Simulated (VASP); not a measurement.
# RePb (Fd-3m) in VASP: further runs, part 2 of 2

VASP 6.6.1. The steps go on from the part before.

## Step 4: Relaxation of cell and atoms, PBE

This run uses another cell than the first one, of 24.30 Å³/atom.

Contents of INCAR:

```
SYSTEM = RePb
ALGO     = Fast           ! electronic algorithm
EDIFF    = 1E-7           ! SCF threshold, eV
EDIFFG   = -0.04          ! ionic threshold
ENCUT    = 600            ! plane-wave cutoff, eV
GGA      = PE             ! functional
IBRION   = 2              ! ionic algorithm
ISIF     = 3              ! what is computed and relaxed
ISMEAR   = 0              ! smearing method
LASPH    = .True.         ! aspherical terms in the spheres
LCHARG   = .False.        ! write CHGCAR
LREAL    = .False.        ! projectors in reciprocal space
LWAVE    = .False.        ! write WAVECAR
NELM     = 60             ! most SCF steps
NSW      = 90             ! ionic steps
PREC     = Accurate       ! precision mode
SIGMA    = 0.1            ! smearing width, eV
```

Contents of KPOINTS:

```
k-points
0
Gamma
  4 4 4
  0 0 0
```

Contents of POSCAR:

```
RePb
1.0
    0.0000000000      3.6491910010      3.6491910010
    3.6491910010      0.0000000000      3.6491910010
    3.6491910010      3.6491910010      0.0000000000
Re Pb
2 2
Direct
    0.5000000000      0.5000000000      0.5000000000
    0.7500000000      0.7500000000      0.7500000000
    0.0000000000      0.0000000000      0.0000000000
    0.2500000000      0.2500000000      0.2500000000
```

Run with:

```
cat potpaw_PBE.64/Re/POTCAR potpaw_PBE.64/Pb_d/POTCAR > POTCAR
mpirun -np 1 vasp_std > vasp.out
```

It took 4.6 min on 1 thread of Intel Xeon 6975P-C (Granite Rapids), shared host; peak memory 0.28 GiB.

Results (log left out):

```yaml
Free_energy: -26.7175 eV
Relaxed_volume: 20.04 Å³/atom
Relaxed_cell: a = 4.840 Å, b = 4.840 Å, c = 4.840 Å, α = 60.00°, β = 60.00°, γ = 60.00°
Space_group_after_relaxing_to_0.1_Å: Fd-3m (No. 227)
Energy_gained_by_relaxing: 256.2 meV/atom
Ionic_steps: 5
Pressure_after_relaxing: 0.2 GPa
Band_gap_on_the_k_mesh: zero (bands 21 and 22 overlap by 1.28 eV)
```

Step by step:
```
step  energy change (eV)  largest force (eV/Å)  pressure (GPa)  volume (Å³)
   1              0.0000                0.0000          -17.43        97.19
   2              0.9727                0.0000           53.39        64.55
   3             -1.0227                0.0000           -0.99        80.88
   4             -1.0245                0.0000           -0.37        80.48
   5             -1.0247                0.0000            0.19        80.17
```

Final structure:
```
Re Pb
1.0
     0.00000    3.42238    3.42238
     3.42238    0.00000    3.42238
     3.42238    3.42238    0.00000
Re Pb
2 2
Direct
  0.50000 0.50000 0.50000
  0.75000 0.75000 0.75000
  0.00000 0.00000 0.00000
  0.25000 0.25000 0.25000
```

Levels at points of the mesh, in eV from the Fermi level:
```tsv
k point	band 16	band 17	band 18	band 19	band 20	band 21	band 22	band 23	band 24	band 25
(0.00, 0.00, 0.00)	-2.49	-2.27	-2.27	-2.27	-0.49	0.95	0.95	1.63	1.66	1.66
(0.50, 0.00, 0.00)	-2.63	-2.52	-2.52	-0.64	-0.64	0.08	0.08	0.80	2.62	2.78
(0.50, 0.50, 0.00)	-3.82	-2.04	-2.04	-1.04	-1.04	-0.27	-0.27	0.18	0.18	1.93
```

Caveat: the k points lie up to 0.40 Å⁻¹ apart in the final cell, too coarse for converged energies and pressures of a metal; the volume moved by over 15 % at a fixed basis, so the end points are rough; spin-orbit coupling is left out, which moves the levels of the heavy elements.

## Step 5: Single point, PBE

This run uses another cell than the first one, of 20.00 Å³/atom.

Contents of INCAR:

```
SYSTEM = RePb
PREC     = Accurate       ! precision mode
ENCUT    = 520            ! plane-wave cutoff, eV
EDIFF    = 1E-6           ! SCF threshold, eV
ISMEAR   = 0              ! smearing method
SIGMA    = 0.1            ! smearing width, eV
LREAL    = .FALSE.        ! projectors in reciprocal space
LASPH    = .TRUE.         ! aspherical terms in the spheres
NELM     = 80             ! most SCF steps
ALGO     = Fast           ! electronic algorithm
ISIF     = 2              ! what is computed and relaxed
LWAVE    = .FALSE.        ! write WAVECAR
LCHARG   = .TRUE.         ! write CHGCAR
GGA      = PE             ! functional
LELF     = .TRUE.         ! ELF
LVHAR    = .TRUE.       
NBANDS   = 29             ! bands
```

Contents of KPOINTS:

```
Automatic mesh
0
G
  12 12 12
  0 0 0
```

Contents of POSCAR:

```
RePb
1.0
    0.0000000000      3.4201727083      3.4201727083
    3.4201727083      0.0000000000      3.4201727083
    3.4201727083      3.4201727083      0.0000000000
Re Pb
2 2
Direct
    0.0000000000      0.0000000000      0.0000000000
    0.2500000000      0.2500000000      0.2500000000
    0.5000000000      0.5000000000      0.5000000000
    0.7500000000      0.7500000000      0.7500000000
```

Potentials or basis: VASP PAW PBE potentials, release 64 (Re, Pb_d).

Run with:

```
cat potpaw_PBE.64/Re/POTCAR potpaw_PBE.64/Pb_d/POTCAR > POTCAR
mpirun -np 1 vasp_std > vasp.out
```

OUTCAR:

```text
SYSTEM = RePb
   PREC = Accurate
   ENCUT = 520
   EDIFF = 1E-6
   ISMEAR = 0
   LREAL = .FALSE.
   LASPH = .TRUE.
   NELM = 80
   ISIF = 2
   GGA = PE

 ion  position               nearest neighbor table
   1  0.000  0.000  0.000-   4 2.96   4 2.96   4 2.96   2 2.96   4 2.96   2 2.96   2 2.96   2 2.96
                             3 3.42   3 3.42   3 3.42   3 3.42   3 3.42   3 3.42
   2  0.250  0.250  0.250-   1 2.96   1 2.96   1 2.96   1 2.96   3 2.96   3 2.96   3 2.96   3 2.96
                             4 3.42   4 3.42   4 3.42   4 3.42   4 3.42   4 3.42
   3  0.500  0.500  0.500-   2 2.96   2 2.96   2 2.96   2 2.96   4 2.96   4 2.96   4 2.96   4 2.96
                             1 3.42   1 3.42   1 3.42   1 3.42   1 3.42   1 3.42
   4  0.750  0.750  0.750-   3 2.96   3 2.96   3 2.96   1 2.96   3 2.96   1 2.96   1 2.96   1 2.96
[... 975 lines left out ...]
  Total       -0.0533441     -0.0533441     -0.0533441      0.0000000     -0.0000000      0.0000000
  in kB       -1.0681276     -1.0681276     -1.0681276      0.0000000     -0.0000000      0.0000000
  external PRESSURE =      -1.0681276 kB  Pullay stress =       0.0000000 kB

 VOLUME and BASIS-vectors are now :
 -----------------------------------------------------------------------------
  energy-cutoff  :      520.00
  volume of cell :       80.02
      direct lattice vectors                 reciprocal lattice vectors
     0.000000000  3.420172708  3.420172708    -0.146191448  0.146191448  0.146191448
     3.420172708  0.000000000  3.420172708     0.146191448 -0.146191448  0.146191448
     3.420172708  3.420172708  0.000000000     0.146191448  0.146191448 -0.146191448

 POSITION                                       TOTAL-FORCE (eV/Angst)
 -----------------------------------------------------------------------------------
      0.00000      0.00000      0.00000        -0.000000     -0.000000      0.000000
      1.71009      1.71009      1.71009        -0.000000     -0.000000      0.000000
      3.42017      3.42017      3.42017        -0.000000     -0.000000     -0.000000
      5.13026      5.13026      5.13026         0.000000      0.000000      0.000000
 -----------------------------------------------------------------------------------
    total drift:                                0.000000      0.000000      0.000000

  FREE ENERGIE OF THE ION-ELECTRON SYSTEM (eV)
  ---------------------------------------------------
  free  energy   TOTEN  =       -26.8566083936 eV

  energy  without entropy=      -26.8344815738  energy(sigma->0) =      -26.84554498
```

Run time: 2.5 min. Hardware: 1 thread of Intel Xeon 6975P-C (Granite Rapids), shared host; peak memory 0.31 GiB.

What came out:

* Free energy: -26.8566 eV
* Pressure: -0.1 GPa
* Band gap on the k mesh: zero (bands 21 and 22 overlap by 1.08 eV)

Levels at points of the mesh, in eV from the Fermi level:
| k point | band 18 | band 19 | band 20 | band 21 | band 22 | band 23 | band 24 | band 25 |
| --- | --- | --- | --- | --- | --- | --- | --- | --- |
| (0.00, 0.00, 0.00) | -2.34 | -2.34 | -2.34 | -0.55 | 0.88 | 0.89 | 1.60 | 1.60 |
| (0.50, 0.00, 0.00) | -2.60 | -0.71 | -0.71 | 0.01 | 0.01 | 0.73 | 2.56 | 2.56 |
| (0.50, 0.50, 0.00) | -2.11 | -1.11 | -1.11 | -0.34 | -0.34 | 0.11 | 0.11 | 1.87 |

Caveat: spin-orbit coupling is left out, which moves the levels of the heavy elements.

## Step 6: Relaxation of cell and atoms, PBE

Contents of INCAR:

```
SYSTEM = RePb
PREC = Accurate
ENCUT = 600
EDIFF = 1E-6
ISMEAR = 0
SIGMA = 0.1
LREAL = .FALSE.
LASPH = .TRUE.
NELM = 100
ALGO = Fast
ISIF = 3
LWAVE = .FALSE.
LCHARG = .FALSE.
GGA = PE
IBRION = 2
NSW = 100
EDIFFG = -0.01
```

Contents of KPOINTS:

```
regular mesh
0
G
  12 12 12
  0 0 0
```

Contents of POSCAR:

```
RePb
1.0
    0.0000000000      3.4230182518      3.4230182518
    3.4230182518      0.0000000000      3.4230182518
    3.4230182518      3.4230182518      0.0000000000
Re Pb
2 2
Direct
    0.0000000000      0.0000000000      0.0000000000
    0.2500000000      0.2500000000      0.2500000000
    0.5000000000      0.5000000000      0.5000000000
    0.7500000000      0.7500000000      0.7500000000
```

Potentials or basis: VASP PAW PBE potentials, release 64 (Re, Pb_d).

Run with:

```
cat potpaw_PBE.64/Re/POTCAR potpaw_PBE.64/Pb_d/POTCAR > POTCAR
mpirun -np 1 vasp_std > vasp.out
```

Wall time 10 min (1 thread of Intel Xeon 6975P-C (Granite Rapids), shared host); peak memory 0.36 GiB.

It converged, with:

- Free energy: -26.8581 eV
- Relaxed volume: 19.98 Å³/atom
- Relaxed cell: a = 4.835 Å, b = 4.835 Å, c = 4.835 Å, α = 60.00°, β = 60.00°, γ = 60.00°
- Space group after relaxing (to 0.1 Å): Fd-3m (No. 227)
- Energy gained by relaxing: 0.1 meV/atom
- Ionic steps: 3
- Pressure after relaxing: 0.0 GPa
- Band gap on the k mesh: zero (bands 21 and 22 overlap by 1.09 eV)

The path:
```csv
step,energy change (eV),largest force (eV/Å),pressure (GPa),volume (Å³)
1,0.0000,0.0000,-0.51,80.22
2,0.0007,0.0000,0.86,79.48
3,-0.0005,0.0000,0.02,79.93
```

Final structure:
```cif
data_structure
_symmetry_space_group_name_H-M 'P 1'
_symmetry_Int_Tables_number 1
_cell_length_a 4.8351
_cell_length_b 4.8351
_cell_length_c 4.8351
_cell_angle_alpha 60.000
_cell_angle_beta 60.000
_cell_angle_gamma 60.000
_cell_volume 79.93
loop_
_atom_site_label
_atom_site_type_symbol
_atom_site_fract_x
_atom_site_fract_y
_atom_site_fract_z
_atom_site_occupancy
Re1 Re 0.00000 0.00000 0.00000 1
Re2 Re 0.25000 0.25000 0.25000 1
Pb1 Pb 0.50000 0.50000 0.50000 1
Pb2 Pb 0.75000 0.75000 0.75000 1
```

Levels at points of the mesh, in eV from the Fermi level:
```
           k point  band 17  band 18  band 19  band 20  band 21  band 22  band 23  band 24  band 25
(0.00, 0.00, 0.00)    -2.57    -2.34    -2.34    -2.34    -0.55     0.89     0.92     1.60     1.60
(0.50, 0.00, 0.00)    -2.60    -2.60    -0.71    -0.71     0.01     0.01     0.73     2.56     2.72
(0.50, 0.50, 0.00)    -2.11    -2.11    -1.11    -1.11    -0.34    -0.34     0.11     0.11     1.87
```

Caveat: spin-orbit coupling is left out, which moves the levels of the heavy elements.

## Step 7: The runs side by side

| task | cell | k mesh | cutoff (eV) | gap on the mesh (eV) | pressure (GPa) | relaxed volume (Å³/atom) |
| --- | --- | --- | --- | --- | --- | --- |
| single point | a = 4.841 Å, angles 60.0°, 4 atoms | 4 × 4 × 4 | 520 | none | -0.3 | - |
| single point | a = 5.161 Å, angles 60.0°, 4 atoms | 4 × 4 × 4 | 520 | none | -17.5 | - |
| relaxation of cell and atoms | relaxed from a = 5.161 Å, angles 60.0°, 4 atoms | 4 × 4 × 4 | 600 | none | 0.2 | 20.04 |
| single point | a = 4.837 Å, angles 60.0°, 4 atoms | 12 × 12 × 12 | 520 | none | -0.1 | - |
| relaxation of cell and atoms | relaxed from a = 4.841 Å, angles 60.0°, 4 atoms | 12 × 12 × 12 | 600 | none | 0.0 | 19.98 |

Alike in all rows: level PBE; potentials or basis VASP PAW PBE potentials, release 64 (Re, Pb_d); no spin polarisation; smearing gaussian 0.1 eV.

Caveats: some runs use coarse meshes; spin-orbit coupling is left out, which moves the levels of the heavy elements; the volume moved by over 15 % at a fixed basis, so the end points are rough (at least some runs).

Total energies depend on the potentials used, so only differences within one code and one set of settings carry meaning.
